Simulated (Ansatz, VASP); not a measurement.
Two plane-wave programs on Sr

The input INCAR:

```
PREC = Accurate ; ENCUT = 520
EDIFF = 1E-6 ; ISMEAR = -1
SIGMA = 0.1 ; LREAL = F
LASPH = T ; NELM = 100
ALGO = Normal ; ISIF = 2
LWAVE = F ; LCHARG = F
GGA = PE ; NBANDS = 11
```

KPOINTS

```
regular mesh
0
Gamma
  15 15 15
```

POSCAR

```
Sr
1.0
   -2.4465751796      2.4465751796      2.4465751796
    2.4465751796     -2.4465751796      2.4465751796
    2.4465751796      2.4465751796     -2.4465751796
Sr
1
Direct
    0.0000000000      0.0000000000      0.0000000000
```

Input for Ansatz:

```yaml
crystal:
  lattice:
    - [-2.4465751796, 2.4465751796, 2.4465751796]
    - [2.4465751796, -2.4465751796, 2.4465751796]
    - [2.4465751796, 2.4465751796, -2.4465751796]
  atoms:
    - { symbol: Sr, position: [0.0, 0.0, 0.0] }
hamiltonian:
  xc: pbe
  pseudopotentials:
    kind: paw
    azcp:
      Sr: "pseudopotentials/Sr.paw.azcp"
basis:
  ecutwfc: 420
  fft_grid_basis: typed
kpoints:
  mp_grid: { grid: [15, 15, 15], shift: [0, 0, 0] }
magnetization:
  spin_polarized: false
scf:
  occupations: { method: fermi_dirac, width: 0.1 }
output:
  stress: true
```

Alike in both runs: task single point; functional PBE; k mesh 15 × 15 × 15; occupations fermi-dirac, width 0.1 eV; no spin polarisation.

```csv
,VASP,Ansatz
version,VASP 6.6.1,Ansatz 0.2.0
potentials or method,"VASP PAW PBE potentials, release 64 (Sr_sv), cutoff 520 eV","plane waves (420 eV) with PAW, scalar-relativistic"
valence electrons in the cell,10,10
```

|  | VASP | Ansatz | Ansatz less VASP |
| --- | --- | --- | --- |
| pressure (GPa) | -0.7 | -0.8 | -0.01 |

The functional is the same, so the differences come from potentials, cutoffs and numerics.
